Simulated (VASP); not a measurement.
The system is HgH3.

```
Hg H
1.0
     6.25000    0.00000    0.00000
     0.00000    6.25000    0.00000
     0.00000    0.00000    6.25000
Hg H
2 6
Direct
  0.50000 0.50000 0.50000
  0.00000 0.00000 0.00000
  0.06036 0.50000 0.50000
  0.93964 0.50000 0.50000
  0.50000 0.06036 0.50000
  0.50000 0.93964 0.50000
  0.50000 0.50000 0.06036
  0.50000 0.50000 0.93964
```

The cell was built from a structure type or drawn by symmetry, and may not be a known phase.

```yaml
Program: VASP 6.6.1
Task: relaxation of cell and atoms
Functional: PBE
Potentials_or_basis: VASP PAW PBE potentials, release 64 (Hg, H)
Cutoff: 600 eV
k_mesh: 4 × 4 × 4
Occupations: gaussian, width 0.02 eV
Spin: no spin polarisation
```

At the start: pressure 0.3 GPa; volume 30.52 Å³/atom.

Q: Where does the relaxation end?

A: Over 17 steps the energy falls by 7.6 meV/atom and the volume is 39.86 Å³/atom (+30.6 %); space group Pm-3m (No. 221, to 0.1 Å) before and after.

The path:
```tsv
step	energy change (eV)	largest force (eV/Å)	pressure (GPa)	volume (Å³)
1	0.0000	0.0139	0.34	244.14
2	-0.0040	0.1084	0.25	246.42
3	-0.0072	0.3318	0.11	250.75
4	-0.0082	0.3269	0.11	251.19
5	-0.0108	0.3121	0.11	252.50
6	-0.0160	0.2825	0.10	255.15
7	-0.0253	0.2197	0.11	260.49
8	-0.0400	0.0826	0.12	271.40
9	-0.0536	0.2407	0.17	294.13
10	-0.0537	0.3141	0.18	299.08
11	-0.0579	0.2026	0.11	305.32
12	-0.0607	0.0670	0.04	313.24
13	-0.0589	0.1908	-0.09	329.51
14	-0.0612	0.0115	0.00	318.14
15	-0.0612	0.0180	0.00	318.53
16	-0.0611	0.0244	-0.01	318.93
17	-0.0612	0.0066	0.00	318.92
```

Final structure:
```
Hg H
1.0
     6.83217    0.00000    0.00000
     0.00000    6.83217    0.00000
     0.00000    0.00000    6.83217
Hg H
2 6
Direct
  0.50000 0.50000 0.50000
  0.00000 0.00000 0.00000
  0.05510 0.50000 0.50000
  0.94490 0.50000 0.50000
  0.50000 0.05510 0.50000
  0.50000 0.94490 0.50000
  0.50000 0.50000 0.05510
  0.50000 0.50000 0.94490
```

Caveat: the volume moved by over 15 % at a fixed basis, so the end points are rough.
